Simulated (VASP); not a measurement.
# ZrPdSe4: relaxation of cell and atoms with PBE

The system is ZrPdSe4.

```
CELL_PARAMETERS angstrom
5.34336 0.00000 0.00000
-2.67168 4.62748 0.00000
0.00000 0.00000 5.18307
ATOMIC_POSITIONS crystal
Zr 0.33333 0.66667 0.00000
Pd 0.00000 0.00000 0.00000
Se 0.66667 0.33333 0.00000
Se 0.49620 0.99240 0.50000
Se 0.00760 0.50380 0.50000
Se 0.49620 0.50380 0.50000
```

The cell was generated, and may not be a known phase.

| Quantity | Value |
| --- | --- |
| Program | VASP 6.6.1 |
| Task | relaxation of cell and atoms |
| Functional | PBE |
| Potentials or basis | VASP PAW PBE potentials, release 64 (Zr_sv, Pd, Se) |
| Cutoff | 600 eV |
| k mesh | 12 × 12 × 8 |
| Occupations | gaussian, width 0.1 eV |
| Spin | no spin polarisation |
| Dipole correction | no |
| Further INCAR settings | ALGO = Normal; EDIFF = 1e-06; IBRION = 2; EDIFFG = -0.01; NSW = 100; ISIF = 3 |

- Relaxed volume: 21.44 Å³/atom
- Relaxed cell: a = 5.269 Å, b = 5.269 Å, c = 5.349 Å, α = 90.00°, β = 90.00°, γ = 120.00°
- Space group after relaxing (to 0.1 Å): P-6m2 (No. 187)
- Energy gained by relaxing: 6.7 meV/atom
- Ionic steps: 6
- Pressure after relaxing: 0.0 GPa
- Largest force after relaxing: 0.007 eV/Å
- Band gap on the k mesh: zero (bands 23 and 24 overlap by 1.25 eV)

Forces on the atoms (eV/Å):
```
Zr   0.000  0.000  0.000
Pd   0.000  0.000  0.000
Se   0.000  0.000  0.000
Se   0.000 -0.007  0.000
Se   0.006  0.003  0.000
Se  -0.006  0.003  0.000
```

The path:
```csv
step,energy change (eV),largest force (eV/Å),pressure (GPa),volume (Å³)
1,0.0000,0.1228,0.02,128.16
2,-0.0281,0.0794,0.06,128.19
3,-0.0400,0.0071,0.26,128.19
4,-0.0400,0.0040,0.27,128.19
5,-0.0401,0.0161,-0.23,129.03
6,-0.0404,0.0068,0.00,128.63
```

Final structure:
```xyz
6
Lattice="5.2694 0.0000 0.0000 -2.6347 4.5634 0.0000 0.0000 0.0000 5.3493" Properties=species:S:1:pos:R:3 pbc="T T T"
Zr    0.0000    3.0423    0.0000
Pd    5.2694    0.0000    0.0000
Se    2.6347    1.5211    0.0000
Se    0.0000    4.5421    2.6746
Se   -1.2989    2.2924    2.6746
Se    1.2989    2.2924    2.6746
```

Levels at points of the mesh, in eV from the Fermi level:
```csv
k point,band 20,band 21,band 22,band 23,band 24,band 25,band 26,band 27
"(0.00, 0.00, 0.00)",-1.50,-1.50,-1.11,-0.61,1.78,2.37,2.37,2.55
"(0.50, 0.00, 0.00)",-1.61,-1.36,-1.23,-1.03,-0.01,0.65,1.19,1.77
"(0.00, 0.00, 0.50)",-1.49,-0.78,-0.78,-0.36,1.05,1.05,2.07,2.23
"(0.50, 0.00, 0.50)",-2.00,-1.20,-1.13,-1.03,-0.01,0.16,0.78,1.24
```

It took 17 min on 1 thread of Intel(R) Xeon(R) 6975P-C (Granite Rapids), on a shared host, peak memory 0.63 GiB.
